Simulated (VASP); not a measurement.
# SrO: single point with PBE

SrO, a sheet with vacuum:

```
Sr O
1.0
     4.14820    0.00000    0.00000
    -2.07410    3.59245    0.00000
     0.00000    0.00000   20.00000
Sr O
2 2
Direct
  0.00000 0.00000 0.37026
  0.00000 0.00000 0.62974
  0.33333 0.66667 0.43085
  0.33333 0.66667 0.56915
```

The cell was built from a structure type or drawn by symmetry, and may not be a known phase.

| Item | Value |
| --- | --- |
| Program | VASP 6.6.1 |
| Task | single point |
| Functional | PBE |
| Potentials or basis | VASP PAW PBE potentials, release 64 (Sr_sv, O) |
| Cutoff | 520 eV |
| k mesh | 6 × 6 × 1 |
| Occupations | gaussian, width 0.1 eV |
| Spin | collinear spin, ferromagnetic start |
| Starting moments | [0.0, 0.0, 1.0, 1.0] μB |

```
Largest force                                         : 3.225 eV/Å
Net moment                                            : -0.10 μB per cell
Site moments                                          : Sr +0.01; O -0.13 μB
Valence electrons inside the program's atomic spheres : Sr 7.93; O 4.79
```

Forces in eV/Å, atoms in the order of the input:
```
Sr   0.000  0.000  3.225
Sr   0.000  0.000 -3.225
O    0.000  0.000 -3.165
O    0.000  0.000  3.165
```

Levels at points of the mesh, in eV from the Fermi level:
Spin up:
```csv
k point,band 12,band 13,band 14,band 15,band 16,band 17,band 18,band 19,band 20,band 21
"(0.00, 0.00, 0.00)",-1.34,-0.69,-0.69,-0.52,-0.52,-0.38,0.21,1.81,2.40,2.93
"(0.50, 0.00, 0.00)",-0.87,-0.84,-0.59,-0.37,0.01,1.37,1.40,2.08,2.18,3.53
```
Spin down:
| k point | band 12 | band 13 | band 14 | band 15 | band 16 | band 17 | band 18 | band 19 | band 20 | band 21 |
| --- | --- | --- | --- | --- | --- | --- | --- | --- | --- | --- |
| (0.00, 0.00, 0.00) | -1.36 | -0.80 | -0.80 | -0.62 | -0.62 | -0.29 | 0.14 | 1.94 | 2.47 | 3.02 |
| (0.50, 0.00, 0.00) | -1.09 | -0.97 | -0.69 | -0.48 | -0.36 | 1.62 | 1.63 | 2.26 | 2.34 | 3.57 |

It took 2.3 min on 1 thread of Intel(R) Xeon(R) 6975P-C (Granite Rapids), with other jobs on the host, peak memory 0.54 GiB.
